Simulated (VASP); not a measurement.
# B25N23 (a cell with a defect) in VASP: relaxation of the atoms with PBE

Aim: the relaxation of the atoms of B25N23 (a cell with a defect) with PBE.

Everything below comes from runs of VASP 6.6.1. Logs are shortened: lines on timing, memory, paths and dates and some standing lists are left out, and cuts for length are marked.

## (1) The cell of the first run

The cell holds a defect, 48 atoms: a = 8.361 Å, b = 8.702 Å, c = 8.702 Å, α = 120.00°, β = 90.00°, γ = 90.00°.

## (2) Relaxation of the atoms, PBE

The input, INCAR:

```
  ALGO = Normal
  EDIFF = 1E-7
  EDIFFG = -0.025
  ENCUT = 520
  GGA = PE
  IBRION = 2
  ISIF = 2
  ISMEAR = 0
  LASPH = True
  LCHARG = False
  LREAL = Auto
  LWAVE = False
  NELECT = 192.0
  NELM = 80
  NSW = 65
  PREC = Accurate
  SIGMA = 0.01
```

The input, KPOINTS:

```
k-points
0
Gamma
  1 1 1
```

The input, POSCAR:

```
B25N23
1.0
    0.0000000000      0.0000000000      8.3612643056
   -0.0000000001     -8.7023025812      0.0000000000
    7.5364151068      4.3511512905      0.0000000000
B N
25 23
Direct
    0.0000000000      0.6666666667      0.3445902246
    0.0000000000      0.3347206933      0.1666666667
    0.0000000000      0.4993081146      0.5029591589
    0.0000000000      0.1703177109      0.3340252187
    0.0000000000      0.8445902246      0.1666666667
    0.0000000000      0.6666666667      0.8347206933
    0.0000000000      0.3303741745      0.6630156225
    0.0000000000     -0.0013873600      0.4986126400
    0.0000000000      0.4887431087     -0.0112568913
    0.0000000000      0.1630156225      0.8303741745
    0.0000000000      0.8340252187      0.6703177109
    0.0000000000      0.0029591589     -0.0006918854
    0.5000000000      0.6666666667      0.1666666667
    0.5000000000      0.3335998134      1.0002774633
    0.5000000000      0.4999890168      0.3330558700
    0.5000000000      0.1664896113      0.1666666667
    0.5000000000      0.8330558700     -0.0000109832
    0.5000000000      0.6666666667      0.6664896113
    0.5000000000      0.3333333333      0.5000000000
    0.5000000000     -0.0002664801      0.3333443166
    0.5000000000      0.5002774633      0.8335998134
    0.5000000000      0.1668437220      0.6668437220
    0.5000000000      0.8333443166      0.4997335199
    0.5000000000      0.0000000000      0.8333333333
    0.0000000000      0.6666666667      0.1666666667
    0.0000000000      0.3253066874      0.9947134518
    0.0000000000      0.4972599022      0.3386198816
    0.0000000000      0.1684996798      0.1666666667
    0.0000000000      0.8386198816     -0.0027400978
    0.0000000000      0.6666666667      0.6684996798
    0.0000000000      0.3333333333      0.5000000000
    0.0000000000      0.0080266460      0.3360734311
    0.0000000000      0.4947134518      0.8253066874
    0.0000000000      0.1648336535      0.6648336535
    0.0000000000      0.8360734311      0.5080266460
    0.0000000000      0.0000000000      0.8333333333
    0.5000000000      0.8335253263      0.3335253263
    0.5000000000      0.4998080070      0.1666666667
    0.5000000000      0.6666666667      0.4999386712
    0.5000000000      0.3332540568      0.3333138444
    0.5000000000     -0.0000613288      0.1666666667
    0.5000000000      0.8333138444      0.8332540568
    0.5000000000      0.5000194890      0.6666068791
    0.5000000000      0.1667264542      0.5000792766
    0.5000000000      0.6666666667     -0.0001919930
    0.5000000000      0.3333946621      0.8333946621
    0.5000000000      0.0000792766      0.6667264542
    0.5000000000      0.1666068791      1.0000194890
```

Potentials or basis: VASP PAW PBE potentials, release 64 (B, N).

On the command line:

```bash
cat potpaw_PBE.64/B/POTCAR potpaw_PBE.64/N/POTCAR > POTCAR
mpirun -np 1 vasp_gam > vasp.out
```

OUTCAR:

```text
EDIFF = 1E-7
   EDIFFG = -0.025
   ENCUT = 520
   GGA = PE
   IBRION = 2
   ISIF = 2
   ISMEAR = 0
   LASPH = True
   LREAL = Auto
   NELECT = 192.0
   NELM = 80
   NSW = 65
   PREC = Accurate

 ion  position               nearest neighbor table
   1  0.000  0.667  0.345-  35 1.45  27 1.45  25 1.55
   2  0.000  0.335  0.167-  28 1.45  27 1.46  26 1.46
   3  0.000  0.499  0.503-  27 1.42  31 1.43  30 1.45
   4  0.000  0.170  0.334-  32 1.42  31 1.43  28 1.45
   5  0.000  0.845  0.167-  32 1.45  29 1.45  25 1.55
   6  0.000  0.667  0.835-  30 1.45  29 1.46  33 1.46
[... 40 lines left out ...]
  47  0.500  0.000  0.667-  24 1.45  22 1.45  23 1.45
  48  0.500  0.167  0.000-  24 1.45  16 1.45  14 1.45

  LATTYP: Found a hexagonal cell.
 ALAT       =     8.7023025812
 C/A-ratio  =     0.9608105703

  Lattice vectors:

 A1 = (  -0.0000000001,  -8.7023025812,   0.0000000000)
 A2 = (   7.5364151068,   4.3511512905,   0.0000000000)
 A3 = (   0.0000000000,   0.0000000000,   8.3612643056)

Analysis of symmetry for initial positions (statically):
=====================================================================
 Subroutine PRICEL returns:
 Original cell was already a primitive cell.

 Routine SETGRP: Setting up the symmetry group for a
 hexagonal supercell.

 Subroutine GETGRP returns: Found 12 space group operations
 (whereof  2 operations were pure point group operations)
 out of a pool of 24 trial point group operations.

The static configuration has the point symmetry C_1h.
 The point group associated with its full space group is D_3h.

Analysis of symmetry for dynamics (positions and initial velocities):
=====================================================================
 Subroutine PRICEL returns:
 Original cell was already a primitive cell.

 Routine SETGRP: Setting up the symmetry group for a
 hexagonal supercell.

 Subroutine GETGRP returns: Found 12 space group operations
 (whereof  2 operations were pure point group operations)
 out of a pool of 24 trial point group operations.

The dynamic configuration has the point symmetry C_1h.
 The point group associated with its full space group is D_3h.

 Subroutine INISYM returns: Found 12 space group operations
 (whereof  2 operations are pure point group operations),
 and found     1 'primitive' translations

----------------------------------------------------------------------------------------

                                     Primitive cell
[... 182 lines left out ...]
  Thomas-Fermi vector in A             =   2.290497
   LORBIT       =      0    0 simple, 1 ext, 2 COOP (PROOUT), +10 PAW based schemes
   GGA     = PE    functional components
   LHFCALC =     F    Hartree Fock is set to
   AEXX    =    0.0000 exact exchange contribution
   IVDW    =     0    specifies the selected vdW correction
   LEPSILON=     F    determine dielectric tensor
   LRPA    =     F    only Hartree local field effects (RPA)
 conjugate gradient relaxation of ions
 non-spin polarized calculation
 Gauss-broadening in eV      SIGMA  =   0.01
  energy-cutoff  :      520.00
  volume of cell :      548.37
 maximum number of plane-waves:      7414
 NGX is ok and might be reduce to    64
   NGX = 31   NGY = 33   NGZ = 33

--------------------------------------- Ionic step        1  -------------------------------------------

 number of electron     191.9999979 magnetization

 Free energy of the ion-electron system (eV)
  ---------------------------------------------------
  ext. energy  EPLUGINS =         0.00000000
  ---------------------------------------------------
  free energy    TOTEN  =      -404.94192233 eV

  energy without entropy =     -404.94192233  energy(sigma->0) =     -404.94192233

------------------------ aborting loop because EDIFF is reached ----------------------------------------

  FORCE on cell =-STRESS in cart. coord.  units (eV):
  Direction    XX          YY          ZZ          XY          YZ          ZX
  --------------------------------------------------------------------------------------
  -------------------------------------------------------------------------------------
  Total       39.3505143     39.3505143     10.5443675     -0.0000000      0.0000000      0.0000000
  in kB      114.9714614    114.9714614     30.8077637     -0.0000000      0.0000000      0.0000000
  external PRESSURE =      86.9168955 kB  Pullay stress =       0.0000000 kB
[... 227 lines left out ...]
  FREE ENERGIE OF THE ION-ELECTRON SYSTEM (eV)
  ---------------------------------------------------
  free  energy   TOTEN  =      -405.0017561887 eV

  energy  without entropy=     -405.0017561887  energy(sigma->0) =     -405.00175619

[... ionic steps 4 to 7 ...]

--------------------------------------- Ionic step        8  -------------------------------------------

 number of electron     191.9999979 magnetization

------------------------ aborting loop because EDIFF is reached ----------------------------------------
[... 159 lines left out ...]
--------------------------------------- Ionic step       10  -------------------------------------------

 number of electron     191.9999979 magnetization

 Free energy of the ion-electron system (eV)
  ---------------------------------------------------
  ext. energy  EPLUGINS =         0.00000000
  ---------------------------------------------------
  free energy    TOTEN  =      -405.01467221 eV

  energy without entropy =     -405.01467221  energy(sigma->0) =     -405.01467221

 E-fermi :   4.1993     XC(G=0):  -8.6542

 val. band max:        4.0852097789   @ k =   0.0000   0.0000   0.0000
 cond. band min:       4.4487484433   @ k =   0.0000   0.0000   0.0000
 fundamental gap:      0.3635386645
 Fermi energy:         4.1993162538

 k-point     1 :       0.0000    0.0000    0.0000
  band No.  band energies     occupation
      1     -17.7863      2.00000
      2     -16.3520      2.00000
      3     -16.3451      2.00000
      4     -16.3214      2.00000
      5     -16.3214      2.00000
      6     -16.2480      2.00000
[... 100 lines left out ...]
    107       6.5064      0.00000
    108       7.0729      0.00000
 [bands above 108 left out]

------------------------ aborting loop because EDIFF is reached ----------------------------------------

  FORCE on cell =-STRESS in cart. coord.  units (eV):
  Direction    XX          YY          ZZ          XY          YZ          ZX
  --------------------------------------------------------------------------------------
  -------------------------------------------------------------------------------------
  Total       39.3496239     39.3496239     10.4818860     -0.0000000     -0.0000000     -0.0000000
  in kB      114.9688599    114.9688599     30.6252097     -0.0000000     -0.0000000     -0.0000000
  external PRESSURE =      86.8543098 kB  Pullay stress =       0.0000000 kB
[... 63 lines left out ...]
  FREE ENERGIE OF THE ION-ELECTRON SYSTEM (eV)
  ---------------------------------------------------
  free  energy   TOTEN  =      -405.0146722088 eV

  energy  without entropy=     -405.0146722088  energy(sigma->0) =     -405.01467221

 reached required accuracy - stopping structural energy minimisation
```

OSZICAR:

```text
N       E                     dE             d eps       ncg     rms          rms(c)
DAV:   1     0.190245132572E+04    0.19025E+04   -0.10665E+05   242   0.154E+03
DAV:   2    -0.251527579339E+03   -0.21540E+04   -0.20494E+04   339   0.373E+02
DAV:   3    -0.453490705851E+03   -0.20196E+03   -0.20023E+03   284   0.127E+02
[... 97 lines left out ...]
DAV:   2    -0.405014695491E+03   -0.63663E-04   -0.11633E-03   276   0.933E-02    0.352E-02
DAV:   3    -0.405014675578E+03    0.19913E-04   -0.49983E-05   276   0.239E-02    0.194E-02
DAV:   4    -0.405014672169E+03    0.34089E-05   -0.29399E-05   292   0.148E-02    0.635E-03
DAV:   5    -0.405014672120E+03    0.48623E-07   -0.37066E-06   284   0.612E-03    0.377E-03
DAV:   6    -0.405014672209E+03   -0.88401E-07   -0.51249E-07   260   0.211E-03
  10 F= -.40501467E+03 E0= -.40501467E+03  d E =-.250849E-03
```

Wall time 15 min (1 thread of Intel Xeon Platinum 8259CL at 2.50GHz (Skylake/Cascade Lake), shared host); peak memory 0.69 GiB.

What came out:

* Free energy: -405.0147 eV
* Energy gained by relaxing: 1.5 meV/atom
* Ionic steps: 10
* Largest force after relaxing: 0.015 eV/Å

Forces on the atoms (eV/Å):
```
B    0.004  0.003  0.000
B    0.000  0.006  0.000
B    0.015 -0.004  0.000
B   -0.011 -0.011  0.000
B    0.000 -0.005  0.000
B   -0.005 -0.003  0.000
B   -0.004  0.015  0.000
B    0.005 -0.003  0.000
B   -0.004  0.003  0.000
B   -0.015 -0.004  0.000
B    0.004  0.015  0.000
B    0.011 -0.011  0.000
B    0.000  0.000  0.000
B    0.002 -0.007  0.000
B   -0.002 -0.007  0.000
B    0.000  0.008  0.000
B    0.005  0.005  0.000
B   -0.007 -0.004  0.000
B    0.000  0.000  0.000
B   -0.005  0.005  0.000
B    0.007  0.002  0.000
B    0.007 -0.004  0.000
B   -0.007  0.002  0.000
B    0.000  0.000  0.000
B    0.000  0.000  0.000
N    0.005 -0.010  0.000
N   -0.005 -0.010  0.000
N    0.000  0.013  0.000
N    0.006  0.010  0.000
N   -0.011 -0.006  0.000
N    0.000  0.000  0.000
N   -0.006  0.010  0.000
N    0.012  0.000  0.000
N    0.011 -0.006  0.000
N   -0.012  0.000  0.000
N    0.000  0.000  0.000
N    0.003 -0.001  0.000
N    0.000  0.003  0.000
N    0.012  0.007  0.000
N    0.003  0.002  0.000
N    0.000 -0.013  0.000
N    0.000 -0.004  0.000
N   -0.004  0.002  0.000
N    0.000 -0.004  0.000
N   -0.003 -0.001  0.000
N   -0.012  0.007  0.000
N    0.004  0.002  0.000
N   -0.003  0.002  0.000
```

The path:
```tsv
step	energy change (eV)	largest force (eV/Å)	pressure (GPa)
1	0.0000	1.1157	8.69
2	0.3553	2.2485	8.98
3	-0.0598	0.2118	8.69
4	-0.0623	0.3152	8.66
5	-0.0668	0.1732	8.67
6	-0.0714	0.0883	8.68
7	-0.0715	0.0829	8.68
8	-0.0724	0.0782	8.68
9	-0.0725	0.0527	8.68
10	-0.0727	0.0153	8.69
```

Final structure:
```
CELL_PARAMETERS angstrom
0.00000 0.00000 8.36126
0.00000 -8.70230 0.00000
7.53642 4.35115 0.00000
ATOMIC_POSITIONS crystal
B 0.00000 0.66667 0.34206
B 0.00000 0.33421 0.16667
B 0.00000 0.49915 0.50176
B 0.00000 0.16927 0.33418
B 0.00000 0.84206 0.16667
B 0.00000 0.66667 0.83421
B 0.00000 0.33158 0.66406
B 0.00000 0.99913 0.49913
B 0.00000 0.49127 0.99127
B 0.00000 0.16406 0.83158
B 0.00000 0.83418 0.66927
B 0.00000 0.00176 0.99915
B 0.50000 0.66667 0.16667
B 0.50000 0.33381 0.00110
B 0.50000 0.49937 0.33223
B 0.50000 0.16588 0.16667
B 0.50000 0.83223 0.99937
B 0.50000 0.66667 0.66588
B 0.50000 0.33333 0.50000
B 0.50000 0.99953 0.33396
B 0.50000 0.50110 0.83381
B 0.50000 0.16746 0.66746
B 0.50000 0.83396 0.49953
B 0.50000 0.00000 0.83333
B 0.00000 0.66667 0.16667
N 0.00000 0.32519 0.99593
N 0.00000 0.49593 0.33740
N 0.00000 0.16679 0.16667
N 0.00000 0.83740 0.99593
N 0.00000 0.66667 0.66679
N 0.00000 0.33333 0.50000
N 0.00000 0.00814 0.33740
N 0.00000 0.49593 0.82519
N 0.00000 0.16654 0.66654
N 0.00000 0.83740 0.50814
N 0.00000 0.00000 0.83333
N 0.50000 0.83433 0.33433
N 0.50000 0.49900 0.16667
N 0.50000 0.66667 0.49969
N 0.50000 0.33291 0.33317
N 0.50000 0.99969 0.16667
N 0.50000 0.83317 0.83291
N 0.50000 0.50016 0.66640
N 0.50000 0.16693 0.50042
N 0.50000 0.66667 0.99900
N 0.50000 0.33365 0.83365
N 0.50000 0.00042 0.66693
N 0.50000 0.16640 0.00016
```

Levels at points of the mesh, in eV from the Fermi level:
```tsv
k point	band 92	band 93	band 94	band 95	band 96	band 97	band 98	band 99	band 100	band 101
(0.00, 0.00, 0.00)	-3.56	-2.91	-1.31	-1.31	-0.11	0.25	0.29	0.42	0.42	0.54
```

Caveat: the k points lie up to 0.83 Å⁻¹ apart; the cell carries a net charge on a neutralising background, which shifts energy and pressure; the cell is charged against a uniform background, so pressure and absolute levels hang on convention.
